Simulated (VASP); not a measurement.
# PbSe (Fm-3m) in VASP: density of states with PBE

Aim: the density of states of PbSe with PBE.

All numbers are computed with VASP 6.6.1; they aren't measurements. Logs are shortened: lines on timing, memory, paths and dates and some standing lists are left out, and cuts for length are marked.

## Step 1: The cell of the first run

Symmetry: Fm-3m, No. 225, cubic system. Conventional cell: a = 6.097 Å, b = 6.097 Å, c = 6.097 Å, α = 90.00°, β = 90.00°, γ = 90.00°. Within 4.0 Å of Pb (site symmetry m-3m) lie 6 Se at 3.05 Å. Se (site symmetry m-3m) has 6 Pb at 3.05 Å within 4.0 Å.

## Step 2: Density of states, PBE

Input file POSCAR:

```
PbSe
1.0
    0.0000000000      3.0484600000      3.0484600000
    3.0484600000      0.0000000000      3.0484600000
    3.0484600000      3.0484600000      0.0000000000
Pb Se
1 1
Direct
    0.0000000000      0.0000000000      0.0000000000
    0.5000000000      0.5000000000      0.5000000000
```

Input file INCAR.step1:

```
SYSTEM = PbSe
PREC     = Accurate       ! precision mode
ENCUT    = 520            ! plane-wave cutoff, eV
EDIFF    = 1E-6           ! SCF threshold, eV
ISMEAR   = -1             ! smearing method
SIGMA    = 0.1            ! smearing width, eV
LREAL    = .FALSE.        ! projectors in reciprocal space
LASPH    = .TRUE.         ! aspherical terms in the spheres
NELM     = 60             ! most SCF steps
ALGO     = Normal         ! electronic algorithm
ISIF     = 2              ! what is computed and relaxed
LWAVE    = .FALSE.        ! write WAVECAR
LCHARG   = .TRUE.         ! write CHGCAR
GGA      = PE             ! functional
NBANDS   = 17             ! bands
```

Input file KPOINTS.step1:

```
regular mesh
0
G
  7 7 7
  0 0 0
```

Input file INCAR.step2:

```
SYSTEM = PbSe
PREC     = Accurate       ! precision mode
ENCUT    = 520            ! plane-wave cutoff, eV
EDIFF    = 1E-6           ! SCF threshold, eV
ISMEAR   = -5             ! smearing method
SIGMA    = 0.1            ! smearing width, eV
LREAL    = .FALSE.        ! projectors in reciprocal space
LASPH    = .TRUE.         ! aspherical terms in the spheres
NELM     = 60             ! most SCF steps
ALGO     = Normal         ! electronic algorithm
ISIF     = 2              ! what is computed and relaxed
LWAVE    = .FALSE.        ! write WAVECAR
LCHARG   = .FALSE.        ! write CHGCAR
GGA      = PE             ! functional
LORBIT   = 11             ! projections on sites
NEDOS    = 1001           ! points of the DOS
ICHARG   = 11             ! starting density
```

Input file KPOINTS.step2:

```
regular mesh
0
G
  11 11 11
  0 0 0
```

Potentials or basis: VASP PAW PBE potentials, release 64 (Pb_d, Se).

Launch:

```
$ cat potpaw_PBE.64/Pb_d/POTCAR potpaw_PBE.64/Se/POTCAR > POTCAR
$ cp INCAR.step1 INCAR
$ cp KPOINTS.step1 KPOINTS
$ mpirun -np 1 vasp_std > vasp.out
$ cp INCAR.step2 INCAR
$ cp KPOINTS.step2 KPOINTS
$ mpirun -np 1 vasp_std > vasp.out
```

OUTCAR:

```text
SYSTEM = PbSe
   PREC = Accurate
   ENCUT = 520
   EDIFF = 1E-6
   ISMEAR = -5
   LREAL = .FALSE.
   LASPH = .TRUE.
   NELM = 60
   ISIF = 2
   GGA = PE
   LORBIT = 11
   ICHARG = 11

 ion  position               nearest neighbor table
   1  0.000  0.000  0.000-   2 3.05   2 3.05   2 3.05   2 3.05   2 3.05   2 3.05
   2  0.500  0.500  0.500-   1 3.05   1 3.05   1 3.05   1 3.05   1 3.05   1 3.05

  LATTYP: Found a face centered cubic cell.
 ALAT       =     6.0969200000

  Lattice vectors:

 A1 = (   0.0000000000,   3.0484600000,   3.0484600000)
 A2 = (   3.0484600000,   0.0000000000,   3.0484600000)
 A3 = (   3.0484600000,   3.0484600000,   0.0000000000)

Analysis of symmetry for initial positions (statically):
=====================================================================
 Subroutine PRICEL returns:
 Original cell was already a primitive cell.

 Routine SETGRP: Setting up the symmetry group for a
 face centered cubic supercell.

 Subroutine GETGRP returns: Found 48 space group operations
 (whereof 48 operations were pure point group operations)
 out of a pool of 48 trial point group operations.

The static configuration has the point symmetry O_h .

Analysis of symmetry for dynamics (positions and initial velocities):
=====================================================================
 Subroutine PRICEL returns:
 Original cell was already a primitive cell.

 Routine SETGRP: Setting up the symmetry group for a
 face centered cubic supercell.

 Subroutine GETGRP returns: Found 48 space group operations
 (whereof 48 operations were pure point group operations)
 out of a pool of 48 trial point group operations.

The dynamic configuration has the point symmetry O_h .

 Subroutine INISYM returns: Found 48 space group operations
 (whereof 48 operations are pure point group operations),
 and found     1 'primitive' translations

----------------------------------------------------------------------------------------

                                     Primitive cell

  volume of cell :      56.6593

  direct lattice vectors                    reciprocal lattice vectors
     0.000000000  3.048460000  3.048460000    -0.164017241  0.164017241  0.164017241
     3.048460000  0.000000000  3.048460000     0.164017241 -0.164017241  0.164017241
     3.048460000  3.048460000  0.000000000     0.164017241  0.164017241 -0.164017241

  length of vectors
     4.311173476  4.311173476  4.311173476     0.284086196  0.284086196  0.284086196

  position of ions in fractional coordinates (direct lattice)
     0.000000000  0.000000000  0.000000000
     0.500000000  0.500000000  0.500000000

  ion indices of the primitive-cell ions
   primitive index   ion index
                 1           1
                 2           2

----------------------------------------------------------------------------------------

 KPOINTS: regular mesh

Automatic generation of k-mesh.
 Grid dimensions read from file:
 generate k-points for:   11   11   11

 Generating k-lattice:

  Cartesian coordinates                     Fractional coordinates (reciprocal lattice)
    -0.014910658  0.014910658  0.014910658     0.090909091  0.000000000  0.000000000
     0.014910658 -0.014910658  0.014910658     0.000000000  0.090909091  0.000000000
     0.014910658  0.014910658 -0.014910658     0.000000000  0.000000000  0.090909091

  Length of vectors
     0.025826018  0.025826018  0.025826018

  Shift w.r.t. Gamma in fractional coordinates (k-lattice)
     0.000000000  0.000000000  0.000000000

 TETIRR: Found    201 inequivalent tetrahedra from     7986

 Subroutine IBZKPT returns following result:
 ===========================================

 Found     56 irreducible k-points:

 Following reciprocal coordinates:
            Coordinates               Weight
  0.000000  0.000000  0.000000      1.000000
  0.090909  0.000000  0.000000      8.000000
  0.181818  0.000000  0.000000      8.000000
  0.272727  0.000000  0.000000      8.000000
  0.363636  0.000000  0.000000      8.000000
  0.454545  0.000000  0.000000      8.000000
[... 16 lines left out ...]
 -0.272727  0.181818  0.000000     24.000000
 -0.181818  0.181818  0.000000     12.000000
 [... further k-points ...]
   k-points           NKPTS =     56   k-points in BZ     NKDIM =     56   number of bands    NBANDS=     14
   number of dos      NEDOS =   1001   number of ions     NIONS =      2
   total plane-waves  NPLWV =  32768
   dimension x,y,z NGX =    32 NGY =   32 NGZ =   32
   dimension x,y,z NGXF=    64 NGYF=   64 NGZF=   64
   ions per type =               1   1
   NGX,Y,Z   is equivalent  to a cutoff of  12.34, 12.34, 12.34 a.u.
   NGXF,Y,Z  is equivalent  to a cutoff of  24.68, 24.68, 24.68 a.u.
 SYSTEM =  PbSe
   PREC   = accura    normal or accurate (medium, high low for compatibility)
   ISTART =      0    job   : 0-new  1-cont  2-samecut
   ICHARG =     11    charge: 1-file 2-atom 10-const
   ISPIN  =      1    spin polarized calculation?
   LNONCOLLINEAR =      F non collinear calculations
   LSORBIT =      F    spin-orbit coupling
   LASPH  =      T    aspherical Exc in radial PAW
   ENCUT  =  520.0 eV  38.22 Ry    6.18 a.u.   8.02  8.02  8.02*2*pi/ulx,y,z
   NELM   =     60;   NELMIN=  2; NELMDL=  0     # of ELM steps
   EDIFF  = 0.1E-05   stopping-criterion for ELM
   LREAL  =      F    real-space projection
   EDIFFG = 0.1E-04   stopping-criterion for IOM
   NSW    =      0    number of steps for IOM
   IBRION =     -1    ionic relax: 0-MD 1-quasi-New 2-CG
   NFREE  =      0    steps in history (QN), initial steepest desc. (CG)
   ISIF   =      2    stress and relaxation
   ISYM   =      2    0-nonsym 1-usesym 2-fastsym
   POTIM  = 0.5000    time-step for ionic-motion
   TEBEG  =    0.0;   TEEND  =   0.0 temperature during run
   PSTRESS=    0.0 pullay stress
   NELECT =      20.0000    total number of electrons
   NUPDOWN=      -1.0000    fix difference up-down
   EMIN   =  10.00;   EMAX   =-10.00  energy-range for DOS
   EFERMI =   0.00;   METHOD = LEGACY
   ISMEAR =    -5;   SIGMA  =   0.10  broadening in eV -4-tet -1-fermi 0-gaus
   EFERMI_NEDOS =   21; number of points for ismear=-14 and -15
   IALGO  =     38    algorithm
   IMIX   =      4    mixing-type and parameters
     AMIX     =   0.40;   BMIX     =  1.00
     AMIX_MAG =   1.60;   BMIX_MAG =  1.00
  volume/ion in A,a.u.               =      28.33       191.18
  Fermi-wavevector in a.u.,A,eV,Ry     =   1.156985  2.186384 18.212948  1.338614
  Thomas-Fermi vector in A             =   2.293600
   LORBIT       =     11    0 simple, 1 ext, 2 COOP (PROOUT), +10 PAW based schemes
   GGA     = PE    functional components
   LHFCALC =     F    Hartree Fock is set to
   AEXX    =    0.0000 exact exchange contribution
   IVDW    =     0    specifies the selected vdW correction
   LEPSILON=     F    determine dielectric tensor
   LRPA    =     F    only Hartree local field effects (RPA)
 non-spin polarized calculation
 Fermi weights with tetrahedron method with Bloechl corrections
  energy-cutoff  :      520.00
  volume of cell :       56.66
 maximum number of plane-waves:      1548

 number of electron      20.0000004 magnetization

 Free energy of the ion-electron system (eV)
  ---------------------------------------------------
  ext. energy  EPLUGINS =         0.00000000
  ---------------------------------------------------
  free energy    TOTEN  =        -8.16572936 eV

  energy without entropy =       -8.16572936  energy(sigma->0) =       -8.16572936

 E-fermi :   5.0946     XC(G=0):  -9.5870

 val. band max:        5.0821983232   @ k =   0.4545   0.0000   0.0000
 cond. band min:       5.6539442708   @ k =   0.4545   0.0000   0.0000
 fundamental gap:      0.5717459476
 Fermi energy:         5.0946289341

 k-point     1 :       0.0000    0.0000    0.0000
  band No.  band energies     occupation
      1     -11.6388      2.00000
      2     -11.6388      2.00000
      3     -11.6383      2.00000
      4     -11.6383      2.00000
      5     -11.6383      2.00000
      6      -8.4813      2.00000
      7      -1.0679      2.00000
      8       3.2822      2.00000
      9       3.2822      2.00000
     10       3.2822      2.00000
     11       9.9559      0.00000
     12       9.9559      0.00000
     13       9.9559      0.00000
     14      11.7065      0.00000

 k-point     2 :       0.0909    0.0000    0.0000
  band No.  band energies     occupation
      1     -11.6408      2.00000
      2     -11.6408      2.00000
      3     -11.6380      2.00000
      4     -11.6357      2.00000
      5     -11.6357      2.00000
      6      -8.4168      2.00000
      7      -1.2959      2.00000
      8       3.3044      2.00000
      9       3.3044      2.00000
     10       3.4458      2.00000
     11       9.2922      0.00000
     12       9.5497      0.00000
     13       9.5497      0.00000
     14      11.5841      0.00000
[... 343 lines left out ...]
      1     -11.6705      2.00000
      2     -11.6561      2.00000
      3     -11.6309      2.00000
      4     -11.6160      2.00000
      5     -11.6135      2.00000
      6      -7.5627      2.00000
      7      -2.9977      2.00000
      8       1.9847      2.00000
      9       3.7018      2.00000
     10       4.7104      2.00000
     11       6.3125      0.00000
     12       7.2381      0.00000
     13       9.3969      0.00000
     14      12.7126      0.00000

 k-point    24 :      -0.1818    0.1818    0.0000
  band No.  band energies     occupation
      1     -11.6577      2.00000
      2     -11.6540      2.00000
      3     -11.6347      2.00000
      4     -11.6237      2.00000
      5     -11.6156      2.00000
      6      -7.8520      2.00000
      7      -2.5665      2.00000
      8       2.3067      2.00000
      9       3.7914      2.00000
     10       4.7461      2.00000
     11       6.5226      0.00000
     12       7.4160      0.00000
     13       9.4058      0.00000
     14      12.3176      0.00000

 [... further k-points ...]

------------------------ aborting loop because EDIFF is reached ----------------------------------------

  FORCE on cell =-STRESS in cart. coord.  units (eV):
  Direction    XX          YY          ZZ          XY          YZ          ZX
  --------------------------------------------------------------------------------------
  -------------------------------------------------------------------------------------
  Total        1.1283055      1.1283055      1.1283055      0.0000000     -0.0000000      0.0000000
  in kB       31.9055172     31.9055172     31.9055172      0.0000000     -0.0000000      0.0000000
  external PRESSURE =      31.9055172 kB  Pullay stress =       0.0000000 kB

 VOLUME and BASIS-vectors are now :
 -----------------------------------------------------------------------------
  energy-cutoff  :      520.00
  volume of cell :       56.66
      direct lattice vectors                 reciprocal lattice vectors
     0.000000000  3.048460000  3.048460000    -0.164017241  0.164017241  0.164017241
     3.048460000  0.000000000  3.048460000     0.164017241 -0.164017241  0.164017241
     3.048460000  3.048460000  0.000000000     0.164017241  0.164017241 -0.164017241

 POSITION                                       TOTAL-FORCE (eV/Angst)
 -----------------------------------------------------------------------------------
      0.00000      0.00000      0.00000         0.000000      0.000000     -0.000000
      3.04846      3.04846      3.04846        -0.000000     -0.000000      0.000000
 -----------------------------------------------------------------------------------
    total drift:                                0.000000     -0.000000     -0.000000

  FREE ENERGIE OF THE ION-ELECTRON SYSTEM (eV)
  ---------------------------------------------------
  free  energy   TOTEN  =        -8.1657293634 eV

  energy  without entropy=       -8.1657293634  energy(sigma->0) =       -8.16572936

 total charge

# of ion       s       p       d       tot
------------------------------------------
    1        1.477   0.542   9.842  11.861
    2        1.467   2.340   0.018   3.825
--------------------------------------------------
tot          2.944   2.882   9.861  15.687
```

It took 30 s on 1 thread of Intel Xeon Platinum 8488C (Sapphire Rapids), shared host; peak memory 0.19 GiB.

Results:

```
Valence electrons inside the program's atomic spheres : Pb 11.86; Se 3.83
```

Levels at points of the mesh, in eV from the Fermi level:
```csv
k point,band 7,band 8,band 9,band 10,band 11,band 12,band 13,band 14
"(0.00, 0.00, 0.00)",-6.16,-1.81,-1.81,-1.81,4.86,4.86,4.86,6.61
```

Caveat: this odd mesh misses L, where the gap lies, so gap, dielectric constants and Born charges aren't listed; spin-orbit coupling is left out, which moves the levels of the heavy elements.
